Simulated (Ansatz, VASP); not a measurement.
Two plane-wave programs on BP

Contents of INCAR:

```
SYSTEM = BP
PREC = Accurate ; ENCUT = 520
EDIFF = 1E-6 ; ISMEAR = 0
SIGMA = 0.05 ; LREAL = .False.
LASPH = .True. ; NELM = 80
ALGO = Normal ; ISIF = 2
LWAVE = .False. ; LCHARG = .True.
GGA = PE ; LELF = .True.
LVHAR = .True. ; NBANDS = 11
```

The input KPOINTS:

```
Automatic mesh
0
Gamma
  10 10 10
  0 0 0
```

File POSCAR:

```
BP
1.0
    0.0000000000      2.3597600000      2.2690000000
    2.3597600000      0.0000000000      2.2690000000
    2.3597600000      2.3597600000      0.0000000000
B P
1 1
Direct
    0.0000000000      0.0000000000      0.0000000000
    0.7500000000      0.7500000000      0.7500000000
```

Input for Ansatz:

```yaml
crystal:
  lattice:
    - [0.0, 2.35976, 2.269]
    - [2.35976, 0.0, 2.269]
    - [2.35976, 2.35976, 0.0]
  atoms:
    - { symbol: B, position: [0.0, 0.0, 0.0] }
    - { symbol: P, position: [0.75, 0.75, 0.75] }
basis:
  ecutwfc: 420
kpoints:
  mp_grid: { grid: [10, 10, 10] }
hamiltonian:
  xc: pbe
scf:
  occupations: { method: gaussian, width: 0.05 }
output:
  forces: true
  stress: true
  eigenvalues: true
  write_density: true
  write_potential: true
  elf: true
  volumetric_format: npy
```

Change from the starting cell: strain +0.040 along x and y, +0.000 along z, atoms carried along.

Alike in both runs: task single point; functional PBE; k mesh 10 × 10 × 10; occupations gaussian, width 0.05 eV; no spin polarisation.

|  | VASP | Ansatz |
| --- | --- | --- |
| version | VASP 6.6.1 | Ansatz 0.2.0 |
| potentials or method | VASP PAW PBE potentials, release 64 (B, P), cutoff 520 eV | scalar-relativistic, plane waves, PAW |
| valence electrons in the cell | 8 | 8 |

VASP gave:

- gap on the k mesh at the Fermi level (eV): 0.78
- least direct gap on the mesh (eV): 2.92
- pressure (GPa): -10.3
- traceless stress, the component that is largest in VASP (GPa): 6.20

Question: What did Ansatz give for the same quantities?

Answer: gap on the k mesh at the Fermi level (eV): 0.79; least direct gap on the mesh (eV): 2.92; pressure (GPa): -10.1; traceless stress, the component that is largest in VASP (GPa): 6.19.

The functional is the same, so the differences come from potentials, cutoffs and numerics.
